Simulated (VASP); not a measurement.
A run of VASP 6.6.1 is set up as follows.

INCAR

```
PREC = Accurate ; ENCUT = 500
EDIFF = 1E-8 ; ISMEAR = 0
SIGMA = 0.01 ; LREAL = False
LASPH = True ; NELM = 120
ALGO = Normal ; ISIF = 2
LWAVE = False ; LCHARG = True
GGA = PS ; NBANDS = 16
IBRION = 8 ; NSW = 1
LEPSILON = True ; GGA_COMPAT = False
```

File KPOINTS:

```
Automatic mesh
0
Gamma
  6 6 6
```

File POSCAR:

```
CdTe
1.0
    0.0000000000      3.2455445669      3.2455445669
    3.2455445669      0.0000000000      3.2455445669
    3.2455445669      3.2455445669      0.0000000000
Cd Te
1 1
Direct
    0.0000000000      0.0000000000      0.0000000000
    0.2500000000      0.2500000000      0.2500000000
```

Potentials or basis: VASP PAW PBE potentials, release 64 (Cd, Te).

Command:

```console
$ cat potpaw_PBE.64/Cd/POTCAR potpaw_PBE.64/Te/POTCAR > POTCAR
$ mpirun -np 1 vasp_std > vasp.out
```

**Question.** Predict the electronic dielectric tensor (diagonal).

**Answer.** 17.11.

**Question.** What does it give for the Born charges (mean of the diagonal)?

**Answer.** Cd +2.50; Te -2.50 e.

**Question.** Estimate the highest phonon frequency at Γ, LO-TO splitting left out.

**Answer.** 142 cm⁻¹.

Born effective charge tensors (e):
atom 1, Cd
```
2.50 0.00 0.00
0.00 2.50 0.00
0.00 0.00 2.50
```
atom 2, Te
```
-2.50  0.00  0.00
 0.00 -2.50  0.00
 0.00  0.00 -2.50
```
